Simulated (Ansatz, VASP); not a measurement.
Given: the input of a run of VASP 6.6.1 on Mg2As.

The input INCAR:

```
SYSTEM = Mg2As
ALGO = Fast
EDIFF = 1E-6
ENCUT = 520
GGA = PE
ISIF = 2
ISMEAR = -1
LASPH = .TRUE.
LCHARG = .FALSE.
LREAL = .FALSE.
LWAVE = .FALSE.
NBANDS = 18
NELM = 100
PREC = Accurate
SIGMA = 0.05
```

KPOINTS

```
k-points
0
G
  8 8 8
  0 0 0
```

File POSCAR:

```
Mg2As
1.0
   -1.8781242016      2.7473589555      5.8331649116
    1.8781242016     -2.7473589555      5.8331649116
    1.8781242016      2.7473589555     -5.8331649116
As Mg
2 4
Direct
    0.3559950000      0.8559950000      0.5000000000
    0.6440050000      0.1440050000      0.5000000000
    0.1972320000      0.1972320000      0.0000000000
    0.2550410000      0.5000000000      0.7550410000
    0.7449590000      0.5000000000      0.2449590000
    0.8027680000      0.8027680000      0.0000000000
```

Potentials or basis: VASP PAW PBE potentials, release 64 (As, Mg).

Command:

```console
$ cat potpaw_PBE.64/As/POTCAR potpaw_PBE.64/Mg/POTCAR > POTCAR
$ mpirun -np 1 vasp_std > vasp.out
```

**Question.** Set up the same calculation for Ansatz 0.2.0. Potentials there: Ansatz PAW.

**Answer.** As run (the cutoff follows the program's own potentials):

The input input.yaml:

```yaml
crystal:
  lattice:
    - [-1.8781242016, 2.7473589555, 5.8331649116]
    - [1.8781242016, -2.7473589555, 5.8331649116]
    - [1.8781242016, 2.7473589555, -5.8331649116]
  atoms:
    - { symbol: As, position: [0.355995, 0.855995, 0.5] }
    - { symbol: As, position: [0.644005, 0.144005, 0.5] }
    - { symbol: Mg, position: [0.197232, 0.197232, 0.0] }
    - { symbol: Mg, position: [0.255041, 0.5, 0.755041] }
    - { symbol: Mg, position: [0.744959, 0.5, 0.244959] }
    - { symbol: Mg, position: [0.802768, 0.802768, 0.0] }
hamiltonian:
  xc: pbe
  pseudopotentials: { kind: paw }
kpoints:
  mp_grid: { grid: [8, 8, 8] }
scf:
  occupations: { method: fermi_dirac, width: 0.05 }
output:
  forces: true
  stress: true
  eigenvalues: true
```

Potentials or basis: Ansatz PAW.

Launch:

```bash
$ ansatz run input.yaml --threads 2 --pin off --max-ram 5120MiB --backend cpu --events-out ev --progress --plain --runs-dir out
```

Both were run:

|  | VASP | Ansatz | Ansatz less VASP |
| --- | --- | --- | --- |
| gap on the k mesh at the Fermi level (eV) | none | none | - |
| pressure (GPa) | 3.3 | 3.4 | +0.04 |
| traceless stress, the component that is largest in VASP (GPa) | -0.55 | -0.55 | +0.001 |
| rms of the force components (eV/Å) | 0.094 | 0.088 | -0.0054 |

Atom by atom the forces differ by 0.005 eV/Å (rms over components). A gap of «none» marks a metal or a gap that the smearing closes. VASP's potentials hold 18 valence electrons a cell and Ansatz's 70, so a difference there can come from the potentials and not from the codes.
